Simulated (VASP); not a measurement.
# Si (P2_12_12_1) in VASP: a series of runs

The runs below take Si through single point, with PBE.

Everything below comes from runs of VASP 6.6.1. Logs are shortened: lines on timing, memory, paths and dates and some standing lists are left out, and cuts for length are marked.

### Step 1. The cell of the first run

Symmetry: P2_12_12_1, No. 19, orthorhombic system. The conventional cell has a = 3.803 Å, b = 3.803 Å, c = 5.378 Å, α = 90.00°, β = 90.00°, γ = 90.00°. Within 3.1 Å of Si (site symmetry 1) lie 4 Si at 2.33 Å.

### Step 2. Single point, PBE (atoms displaced along a vibrational mode, the cell strained)

Input file INCAR:

```
SYSTEM = Si
  PREC = Accurate
  ENCUT = 520
  EDIFF = 1E-7
  ISMEAR = 0
  SIGMA = 0.05
  LREAL = .FALSE.
  LASPH = .TRUE.
  NELM = 80
  ALGO = Normal
  ISIF = 2
  LWAVE = .FALSE.
  LCHARG = .TRUE.
  GGA = PE
  LELF = .TRUE.
  LVHAR = .TRUE.
  NBANDS = 16
```

Input file KPOINTS:

```
regular mesh
0
G
  8 8 6
  0 0 0
```

Input file POSCAR:

```
Si
1.0
    0.0000000000     -2.6890902545     -2.6890902545
    0.0000000000      2.6890902545     -2.6890902545
    5.3781805090      0.0000000000      0.0000000000
Si
4
Direct
    0.5019786387      0.5072861443      0.0000000000
   -0.0019786387     -0.0072861443      0.5000000000
    1.0019786387      0.4927138557      0.2500000000
    0.4980213613      0.0072861443      0.7500000000
```

Potentials or basis: VASP PAW PBE potentials, release 64 (Si).

On the command line:

```sh
$ cat potpaw_PBE.64/Si/POTCAR > POTCAR
$ mpirun -np 1 vasp_std > vasp.out
```

OUTCAR:

```text
SYSTEM = Si
   PREC = Accurate
   ENCUT = 520
   EDIFF = 1E-7
   ISMEAR = 0
   LREAL = .FALSE.
   LASPH = .TRUE.
   NELM = 80
   ISIF = 2
   GGA = PE

 ion  position               nearest neighbor table
   1  0.502  0.507  0.000-   4 2.33   4 2.33   3 2.33   3 2.33
   2  0.998  0.993  0.500-   3 2.33   3 2.33   4 2.33   4 2.33
   3  0.002  0.493  0.250-   2 2.33   2 2.33   1 2.33   1 2.33
   4  0.498  0.007  0.750-   1 2.33   1 2.33   2 2.33   2 2.33

  LATTYP: Found a simple tetragonal cell.
 ALAT       =     3.8029479084
 C/A-ratio  =     1.4142135624

  Lattice vectors:

 A1 = (   0.0000000000,  -2.6890902545,  -2.6890902545)
 A2 = (   0.0000000000,   2.6890902545,  -2.6890902545)
 A3 = (   5.3781805090,   0.0000000000,   0.0000000000)

Analysis of symmetry for initial positions (statically):
=====================================================================
 Subroutine PRICEL returns:
 Original cell was already a primitive cell.

 Routine SETGRP: Setting up the symmetry group for a
 simple tetragonal supercell.

 Subroutine GETGRP returns: Found  4 space group operations
 (whereof  1 operations were pure point group operations)
 out of a pool of 16 trial point group operations.

The static configuration has the point symmetry C_1 .
 The point group associated with its full space group is D_2 .

Analysis of symmetry for dynamics (positions and initial velocities):
=====================================================================
 Subroutine PRICEL returns:
 Original cell was already a primitive cell.

 Routine SETGRP: Setting up the symmetry group for a
 simple tetragonal supercell.

 Subroutine GETGRP returns: Found  4 space group operations
 (whereof  1 operations were pure point group operations)
 out of a pool of 16 trial point group operations.

The dynamic configuration has the point symmetry C_1 .
 The point group associated with its full space group is D_2 .

 Subroutine INISYM returns: Found  4 space group operations
 (whereof  1 operations are pure point group operations),
 and found     1 'primitive' translations

----------------------------------------------------------------------------------------

                                     Primitive cell

  volume of cell :      77.7815

  direct lattice vectors                    reciprocal lattice vectors
     0.000000000 -2.689090254 -2.689090254     0.000000000 -0.185936489 -0.185936489
     0.000000000  2.689090254 -2.689090254     0.000000000  0.185936489 -0.185936489
     5.378180509  0.000000000  0.000000000     0.185936489  0.000000000  0.000000000

  length of vectors
     3.802947908  3.802947908  5.378180509     0.262953904  0.262953904  0.185936489

  position of ions in fractional coordinates (direct lattice)
     0.501978639  0.507286144  0.000000000
     0.998021361  0.992713856  0.500000000
     0.001978639  0.492713856  0.250000000
     0.498021361  0.007286144  0.750000000

  ion indices of the primitive-cell ions
   primitive index   ion index
                 1           1
                 2           2
                 3           3
                 4           4

----------------------------------------------------------------------------------------

 KPOINTS: regular mesh

Automatic generation of k-mesh.
 Grid dimensions read from file:
 generate k-points for:    8    8    6

 Generating k-lattice:

  Cartesian coordinates                     Fractional coordinates (reciprocal lattice)
     0.000000000 -0.023242061 -0.023242061     0.125000000  0.000000000  0.000000000
     0.000000000  0.023242061 -0.023242061     0.000000000  0.125000000  0.000000000
     0.030989415  0.000000000  0.000000000     0.000000000  0.000000000  0.166666667

  Length of vectors
     0.032869238  0.032869238  0.030989415

  Shift w.r.t. Gamma in fractional coordinates (k-lattice)
     0.000000000  0.000000000  0.000000000

 Subroutine IBZKPT returns following result:
 ===========================================

 Found    100 irreducible k-points:

 Following reciprocal coordinates:
            Coordinates               Weight
  0.000000  0.000000  0.000000      1.000000
  0.125000  0.000000  0.000000      2.000000
  0.000000  0.125000  0.000000      2.000000
  0.250000  0.000000  0.000000      2.000000
  0.000000  0.250000  0.000000      2.000000
  0.375000  0.000000  0.000000      2.000000
[... 16 lines left out ...]
  0.500000  0.375000  0.000000      2.000000
 -0.375000  0.500000  0.000000      2.000000
 [... further k-points ...]
   k-points           NKPTS =    100   k-points in BZ     NKDIM =    100   number of bands    NBANDS=     16
   number of dos      NEDOS =    301   number of ions     NIONS =      4
   total plane-waves  NPLWV =  31360
   dimension x,y,z NGX =    28 NGY =   28 NGZ =   40
   dimension x,y,z NGXF=    56 NGYF=   56 NGZF=   80
   ions per type =               4
   NGX,Y,Z   is equivalent  to a cutoff of  12.24, 12.24, 12.36 a.u.
   NGXF,Y,Z  is equivalent  to a cutoff of  24.48, 24.48, 24.73 a.u.
 SYSTEM =  Si
   PREC   = accura    normal or accurate (medium, high low for compatibility)
   ISTART =      0    job   : 0-new  1-cont  2-samecut
   ICHARG =      2    charge: 1-file 2-atom 10-const
   ISPIN  =      1    spin polarized calculation?
   LNONCOLLINEAR =      F non collinear calculations
   LSORBIT =      F    spin-orbit coupling
   LASPH  =      T    aspherical Exc in radial PAW
   ENCUT  =  520.0 eV  38.22 Ry    6.18 a.u.   7.07  7.07 10.00*2*pi/ulx,y,z
   NELM   =     80;   NELMIN=  2; NELMDL= -5     # of ELM steps
   EDIFF  = 0.1E-06   stopping-criterion for ELM
   LREAL  =      F    real-space projection
   EDIFFG = 0.1E-05   stopping-criterion for IOM
   NSW    =      0    number of steps for IOM
   IBRION =     -1    ionic relax: 0-MD 1-quasi-New 2-CG
   NFREE  =      0    steps in history (QN), initial steepest desc. (CG)
   ISIF   =      2    stress and relaxation
   ISYM   =      2    0-nonsym 1-usesym 2-fastsym
   POTIM  = 0.5000    time-step for ionic-motion
   TEBEG  =    0.0;   TEEND  =   0.0 temperature during run
   PSTRESS=    0.0 pullay stress
   NELECT =      16.0000    total number of electrons
   NUPDOWN=      -1.0000    fix difference up-down
   EMIN   =  10.00;   EMAX   =-10.00  energy-range for DOS
   EFERMI =   0.00;   METHOD = LEGACY
   ISMEAR =     0;   SIGMA  =   0.05  broadening in eV -4-tet -1-fermi 0-gaus
   EFERMI_NEDOS =   21; number of points for ismear=-14 and -15
   IALGO  =     38    algorithm
   IMIX   =      4    mixing-type and parameters
     AMIX     =   0.40;   BMIX     =  1.00
     AMIX_MAG =   1.60;   BMIX_MAG =  1.00
  volume/ion in A,a.u.               =      19.45       131.22
  Fermi-wavevector in a.u.,A,eV,Ry     =   0.966398  1.826228 12.706828  0.933925
  Thomas-Fermi vector in A             =   2.096196
   LORBIT       =      0    0 simple, 1 ext, 2 COOP (PROOUT), +10 PAW based schemes
   GGA     = PE    functional components
   LHFCALC =     F    Hartree Fock is set to
   AEXX    =    0.0000 exact exchange contribution
   IVDW    =     0    specifies the selected vdW correction
   LEPSILON=     F    determine dielectric tensor
   LRPA    =     F    only Hartree local field effects (RPA)
 non-spin polarized calculation
 Gauss-broadening in eV      SIGMA  =   0.05
  energy-cutoff  :      520.00
  volume of cell :       77.78
 maximum number of plane-waves:      2116
   NGX = 15   NGY = 15   NGZ = 19

 number of electron      16.0000001 magnetization

 Free energy of the ion-electron system (eV)
  ---------------------------------------------------
  ext. energy  EPLUGINS =         0.00000000
  ---------------------------------------------------
  free energy    TOTEN  =       -21.63510277 eV

  energy without entropy =      -21.63510277  energy(sigma->0) =      -21.63510277

 E-fermi :   6.3887     XC(G=0):  -9.5243

 val. band max:        6.1280883142   @ k =   0.0000   0.0000   0.0000
 cond. band min:       6.6515976908   @ k =   0.0000   0.0000   0.1667
 fundamental gap:      0.5235093766
 Fermi energy:         6.3886684373

 k-point     1 :       0.0000    0.0000    0.0000
  band No.  band energies     occupation
      1      -6.0348      2.00000
      2      -1.7841      2.00000
      3      -1.7814      2.00000
      4       3.1996      2.00000
      5       3.2016      2.00000
      6       6.1033      2.00000
[... 8 lines left out ...]
     15      13.8563      0.00000
     16      13.8597      0.00000

 k-point     2 :       0.1250    0.0000    0.0000
  band No.  band energies     occupation
      1      -5.8949      2.00000
      2      -1.8501      2.00000
      3      -1.6308      2.00000
      4       2.4927      2.00000
      5       3.3121      2.00000
      6       5.0863      2.00000
[... 8 lines left out ...]
     15      13.2406      0.00000
     16      13.7280      0.00000

 k-point     3 :       0.0000    0.1250    0.0000
  band No.  band energies     occupation
      1      -5.8949      2.00000
      2      -1.8473      2.00000
      3      -1.6336      2.00000
      4       2.4907      2.00000
      5       3.3130      2.00000
      6       5.0801      2.00000
[... 8 lines left out ...]
     15      13.2394      0.00000
     16      13.7275      0.00000

 k-point     4 :       0.2500    0.0000    0.0000
  band No.  band energies     occupation
      1      -5.4806      2.00000
      2      -2.1956      2.00000
      3      -1.1807      2.00000
      4       1.6892      2.00000
      5       3.4344      2.00000
      6       3.6387      2.00000
[... 8 lines left out ...]
     15      12.4435      0.00000
     16      13.7111      0.00000
[... 324 lines left out ...]
 k-point    22 :       0.3750    0.3750    0.0000
  band No.  band energies     occupation
      1      -3.5786      2.00000
      2      -1.6994      2.00000
      3      -1.6978      2.00000
      4       0.3415      2.00000
      5       2.6065      2.00000
      6       2.6083      2.00000
[... 8 lines left out ...]
     15      14.3165      0.00000
     16      14.3219      0.00000

 k-point    23 :       0.5000    0.3750    0.0000
  band No.  band energies     occupation
      1      -2.6894      2.00000
      2      -2.6894      2.00000
      3      -0.7567      2.00000
      4      -0.7567      2.00000
      5       3.0303      2.00000
      6       3.0303      2.00000
[... 8 lines left out ...]
     15      15.5210      0.00000
     16      15.5210      0.00000

 k-point    24 :      -0.3750    0.5000    0.0000
  band No.  band energies     occupation
      1      -2.6889      2.00000
      2      -2.6889      2.00000
      3      -0.7576      2.00000
      4      -0.7576      2.00000
      5       3.0294      2.00000
      6       3.0294      2.00000
[... 8 lines left out ...]
     15      15.5234      0.00000
     16      15.5234      0.00000

 [... further k-points ...]

------------------------ aborting loop because EDIFF is reached ----------------------------------------

  FORCE on cell =-STRESS in cart. coord.  units (eV):
  Direction    XX          YY          ZZ          XY          YZ          ZX
  --------------------------------------------------------------------------------------
  -------------------------------------------------------------------------------------
  Total        2.3660759      2.3963883      2.3963883      0.0000000     -0.0098532      0.0000000
  in kB       48.7374857     49.3618741     49.3618741      0.0000000     -0.2029612      0.0000000
  external PRESSURE =      49.1537446 kB  Pullay stress =       0.0000000 kB

 VOLUME and BASIS-vectors are now :
 -----------------------------------------------------------------------------
  energy-cutoff  :      520.00
  volume of cell :       77.78
      direct lattice vectors                 reciprocal lattice vectors
     0.000000000 -2.689090254 -2.689090254     0.000000000 -0.185936489 -0.185936489
     0.000000000  2.689090254 -2.689090254     0.000000000  0.185936489 -0.185936489
     5.378180509  0.000000000  0.000000000     0.185936489  0.000000000  0.000000000

 POSITION                                       TOTAL-FORCE (eV/Angst)
 -----------------------------------------------------------------------------------
      0.00000      0.01427     -2.71400         0.007503     -0.025080      0.043463
      2.68909     -0.01427     -5.35327         0.007503      0.025080     -0.043463
      1.34455      1.31963     -1.33027        -0.007503      0.043463     -0.025080
      4.03364     -1.31963     -1.35882        -0.007503     -0.043463      0.025080
 -----------------------------------------------------------------------------------
    total drift:                                0.000000     -0.000000      0.000000

  FREE ENERGIE OF THE ION-ELECTRON SYSTEM (eV)
  ---------------------------------------------------
  free  energy   TOTEN  =       -21.6351027725 eV

  energy  without entropy=      -21.6351027725  energy(sigma->0) =      -21.63510277
```

It took 56 s on 1 thread of AMD EPYC 9R45 (Zen 5), shared host; peak memory 0.2 GiB.

Results:

```yaml
Free_energy: -21.6351 eV
Pressure: 4.9 GPa
Largest_force: 0.051 eV/Å
Band_gap_on_the_k_mesh: 0.52 eV
```

Forces in eV/Å, atoms in the order of the input:
```
Si   0.008 -0.025  0.043
Si   0.008  0.025 -0.043
Si  -0.008  0.043 -0.025
Si  -0.008 -0.043  0.025
```

Caveat: the cell differs from its parent crystal (atoms displaced along a vibrational mode, the cell strained); the cell stands under pressure.

[end of part 1 of 2]
